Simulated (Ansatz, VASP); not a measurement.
Tl in VASP and in Ansatz

```xyz
2
Lattice="3.4560 0.0000 0.0000 -1.7280 2.9930 0.0000 0.0000 0.0000 5.5250" Properties=species:S:1:pos:R:3 pbc="T T T"
Tl    0.0000    1.9953    1.3813
Tl    1.7280    0.9977    4.1438
```

Alike in both runs: task single point; functional PBEsol; k mesh 18 × 18 × 10; occupations gaussian, width 0.15 eV; no spin polarisation.

```csv
,VASP,Ansatz
version,VASP 6.6.1,Ansatz 0.2.0
potentials or method,"VASP PAW PBE potentials, release 64 (Tl_d), cutoff 520 eV","scalar-relativistic, plane waves, PAW"
valence electrons in the cell,26,26
```

|  | VASP | Ansatz | Ansatz less VASP |
| --- | --- | --- | --- |
| gap on the k mesh at the Fermi level (eV) | none | none | - |
| pressure (GPa) | 0.0 | 0.0 | +0.06 |
| traceless stress, the component that is largest in VASP (GPa) | -0.15 | -0.15 | +0.004 |

VASP's potentials were made for PBE, not for PBEsol. A gap of «none» marks a metal or a gap that the smearing closes. With one functional, cell and mesh, what is left measures potentials, basis and numerics.

Spin-orbit coupling is off throughout.
